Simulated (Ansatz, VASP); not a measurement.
## W in VASP and in Ansatz

INCAR

```
  PREC = Accurate
  ENCUT = 520
  EDIFF = 1E-6
  ISMEAR = -1
  SIGMA = 0.15
  LREAL = F
  LASPH = T
  NELM = 60
  ALGO = Normal
  ISIF = 2
  LWAVE = F
  LCHARG = F
  GGA = PE
  NBANDS = 13
```

Contents of KPOINTS:

```
Automatic mesh
0
Gamma
  20 20 20
```

File POSCAR:

```
W
1.0
    0.0000000000      2.0328326182      2.0328326182
    2.0328326182      0.0000000000      2.0328326182
    2.0328326182      2.0328326182      0.0000000000
W
1
Direct
    0.0000000000      0.0000000000      0.0000000000
```

Input for Ansatz:

```yaml
crystal:
  lattice:
    - [0.0, 2.0328326182, 2.0328326182]
    - [2.0328326182, 0.0, 2.0328326182]
    - [2.0328326182, 2.0328326182, 0.0]
  atoms:
    - { symbol: W, position: [0.0, 0.0, 0.0] }
basis:
  ecutwfc: 420
kpoints:
  mp_grid: { grid: [20, 20, 20] }
hamiltonian:
  xc: pbe
scf:
  occupations: { method: fermi_dirac, width: 0.15 }
output:
  forces: true
  stress: true
  eigenvalues: true
```

Alike in both runs: task single point; functional PBE; k mesh 20 × 20 × 20; occupations fermi-dirac, width 0.15 eV; no spin polarisation.

|  | VASP | Ansatz |
| --- | --- | --- |
| version | VASP 6.6.1 | Ansatz 0.2.0 |
| potentials or method | VASP PAW PBE potentials, release 64 (W_sv), cutoff 520 eV | scalar-relativistic, plane waves, PAW |
| valence electrons in the cell | 14 | 14 |

|  | VASP | Ansatz | Ansatz less VASP |
| --- | --- | --- | --- |
| gap on the k mesh at the Fermi level (eV) | none | none | - |
| pressure (GPa) | -4.9 | -5.3 | -0.43 |

A gap of «none» marks a metal or a gap that the smearing closes. The functional is the same, so the differences come from potentials, cutoffs and numerics.

Spin-orbit coupling is off throughout.
